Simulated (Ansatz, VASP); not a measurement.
Te2Mo in VASP and in Ansatz

INCAR

```
SYSTEM = Te2Mo
PREC = Accurate
ENCUT = 520
EDIFF = 1E-6
ISMEAR = 0
SIGMA = 0.05
LREAL = .FALSE.
LASPH = .TRUE.
NELM = 100
ALGO = Normal
ISIF = 2
LWAVE = .FALSE.
LCHARG = .FALSE.
NBANDS = 20
```

KPOINTS

```
Automatic mesh
0
G
  12 12 2
  0 0 0
```

File POSCAR:

```
Te2Mo
1.0
    3.3105533606      0.0000000000      0.0000000000
   -1.6552766803      2.8670233108      0.0000000000
    0.0000000000      0.0000000000     17.5198113284
Te Mo
2 1
Direct
    0.3333333333      0.6666666667      0.8975342416
    0.3333333333      0.6666666667      0.1024657584
    0.0000000000      0.0000000000      0.0000000000
```

Input for Ansatz:

```yaml
crystal:
  lattice:
    - [3.3105533606, 0.0, 0.0]
    - [-1.6552766803, 2.8670233108, 0.0]
    - [0.0, 0.0, 17.5198113284]
  atoms:
    - { symbol: Te, position: [0.3333333333, 0.6666666667, 0.8975342416] }
    - { symbol: Te, position: [0.3333333333, 0.6666666667, 0.1024657584] }
    - { symbol: Mo, position: [0.0, 0.0, 0.0] }
basis:
  ecutwfc: 420
kpoints:
  mp_grid: { grid: [12, 12, 2] }
hamiltonian:
  xc: lda
scf:
  occupations: { method: gaussian, width: 0.05 }
output:
  forces: true
  stress: true
  eigenvalues: true
```

Change from the starting cell: strain -0.0450 x Voigt [1, 1, 0, 0, 0, 0], atoms carried along.

Alike in both runs: task single point; functional LDA; k mesh 12 × 12 × 2; occupations gaussian, width 0.05 eV; no spin polarisation.

|  | VASP | Ansatz |
| --- | --- | --- |
| version | VASP 6.6.1 | Ansatz 0.2.0 |
| potentials or method | VASP PAW LDA potentials, release 64 (Te, Mo_sv), cutoff 520 eV | scalar-relativistic, plane waves, PAW |
| valence electrons in the cell | 26 | 46 |

Ansatz gave:

| Quantity | Value |
| --- | --- |
| gap on the k mesh at the Fermi level (eV) | 1.07 |
| least direct gap on the mesh (eV) | 1.58 |
| rms of the force components (eV/Å) | 0.485 |

Task: Estimate VASP's values.

Result: gap on the k mesh at the Fermi level (eV): 1.06; least direct gap on the mesh (eV): 1.58; rms of the force components (eV/Å): 0.518.

LDA's correlation is that of Perdew and Zunger in VASP and of Perdew and Wang (1992) in Ansatz. Atom by atom the forces differ by 0.032 eV/Å (rms over components). VASP's potentials hold 26 valence electrons a cell and Ansatz's 46, so a difference there can come from the potentials and not from the codes.

Spin-orbit coupling is off throughout.
